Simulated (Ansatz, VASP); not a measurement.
**KBr in VASP and in Ansatz**

Contents of INCAR:

```
SYSTEM = KBr
PREC = Accurate
ENCUT = 520
EDIFF = 1E-7
ISMEAR = 0
SIGMA = 0.05
LREAL = .False.
LASPH = .True.
NELM = 100
ALGO = Normal
ISIF = 2
LWAVE = .False.
LCHARG = .False.
GGA = PE
NBANDS = 15
```

Contents of KPOINTS:

```
Automatic mesh
0
Gamma
  6 6 6
  0 0 0
```

File POSCAR:

```
KBr
1.0
    0.0000000000      3.2925000000      3.3748125000
    3.2925000000      0.0000000000      3.3748125000
    3.2925000000      3.2925000000      0.0000000000
K Br
1 1
Direct
    0.0000000000      0.0000000000      0.0000000000
    0.5000000000      0.5000000000      0.5000000000
```

Input for Ansatz:

```yaml
crystal:
  lattice:
    - [0.0, 3.2925, 3.3748125]
    - [3.2925, 0.0, 3.3748125]
    - [3.2925, 3.2925, 0.0]
  atoms:
    - { symbol: K, position: [0.0, 0.0, 0.0] }
    - { symbol: Br, position: [0.5, 0.5, 0.5] }
basis:
  ecutwfc: 420
kpoints:
  mp_grid: { grid: [6, 6, 6] }
hamiltonian:
  xc: pbe
scf:
  occupations: { method: gaussian, width: 0.05 }
output:
  forces: true
  stress: true
  eigenvalues: true
```

Change from the starting cell: strain +0.000 along x and y, +0.025 along z, atoms carried along.

Alike in both runs: task single point; functional PBE; k mesh 6 × 6 × 6; occupations gaussian, width 0.05 eV; no spin polarisation.

```csv
,VASP,Ansatz
version,VASP 6.6.1,Ansatz 0.2.0
potentials or method,"VASP PAW PBE potentials, release 64 (K_sv, Br), cutoff 520 eV","scalar-relativistic, plane waves, PAW"
valence electrons in the cell,16,16
```

```tsv
	VASP	Ansatz	Ansatz less VASP
gap on the k mesh at the Fermi level (eV)	4.38	4.38	+0.002
least direct gap on the mesh (eV)	4.38	4.38	+0.002
pressure (GPa)	0.5	0.5	-0.03
traceless stress, the component that is largest in VASP (GPa)	-0.47	-0.47	+0.007
```
